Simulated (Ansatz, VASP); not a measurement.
# Two plane-wave programs on LiBr

Contents of POSCAR:

```
LiBr
1.0
    0.0000000000      2.7153111500      2.7153111500
    2.7153111500      0.0000000000      2.7153111500
    2.7153111500      2.7153111500      0.0000000000
Li Br
1 1
Direct
    0.0000000000      0.0000000000      0.0000000000
    0.5000000000      0.5000000000      0.5000000000
```

The input INCAR.step1:

```
SYSTEM = LiBr
  PREC = Accurate
  ENCUT = 830
  ISMEAR = -1
  SIGMA = 0.1
  LREAL = .FALSE.
  LASPH = .TRUE.
  NELM = 120
  NBANDS = 12
  GGA = PE
  ALGO = Normal
  EDIFF = 1E-5
  LWAVE = .TRUE.
  LCHARG = .FALSE.
  GGA_COMPAT = .FALSE.
```

Contents of INCAR.step2:

```
SYSTEM = LiBr
  PREC = Accurate
  ENCUT = 830
  EDIFF = 1E-6
  ISMEAR = -1
  SIGMA = 0.1
  LREAL = .FALSE.
  LASPH = .TRUE.
  NELM = 120
  ALGO = Normal
  ISIF = 2
  LWAVE = .FALSE.
  LCHARG = .TRUE.
  METAGGA = R2SCAN
  LMIXTAU = .TRUE.
  LELF = .TRUE.
  LVHAR = .TRUE.
  NBANDS = 12
  ISTART = 1
  GGA_COMPAT = .FALSE.
```

Contents of KPOINTS:

```
regular mesh
0
G
  6 6 6
  0 0 0
```

Input for Ansatz:

```yaml
crystal:
  lattice:
    - [0.0, 2.71531115, 2.71531115]
    - [2.71531115, 0.0, 2.71531115]
    - [2.71531115, 2.71531115, 0.0]
  atoms:
    - { symbol: Li, position: [0.0, 0.0, 0.0] }
    - { symbol: Br, position: [0.5, 0.5, 0.5] }
  symmetry: { tolerance: 0.0003 }
kpoints:
  mp_grid: { grid: [6, 6, 6], shift: [0, 0, 0] }
magnetization:
  spin_polarized: false
scf:
  occupations: { method: fermi_dirac }
hamiltonian:
  pseudopotentials: { kind: paw }
  xc: r2scan
basis:
  ecutwfc: 500
output:
  forces: true
  stress: true
  eigenvalues: true
```

Alike in both runs: task single point; functional r2SCAN; k mesh 6 × 6 × 6; no spin polarisation.

|  | VASP | Ansatz |
| --- | --- | --- |
| version | VASP 6.6.1 | Ansatz 0.2.0 |
| potentials or method | VASP PAW PBE potentials, release 64 (Li_sv, Br), cutoff 830 eV | PAW plane waves |
| occupations | fermi-dirac, width 0.1 eV | fermi-dirac |
| valence electrons in the cell | 10 | 10 |

```tsv
	VASP	Ansatz	Ansatz less VASP
gap on the k mesh at the Fermi level (eV)	6.07	6.01	-0.055
pressure (GPa)	0.4	0.8	+0.45
```

VASP's potentials were made for PBE, not for r2SCAN.
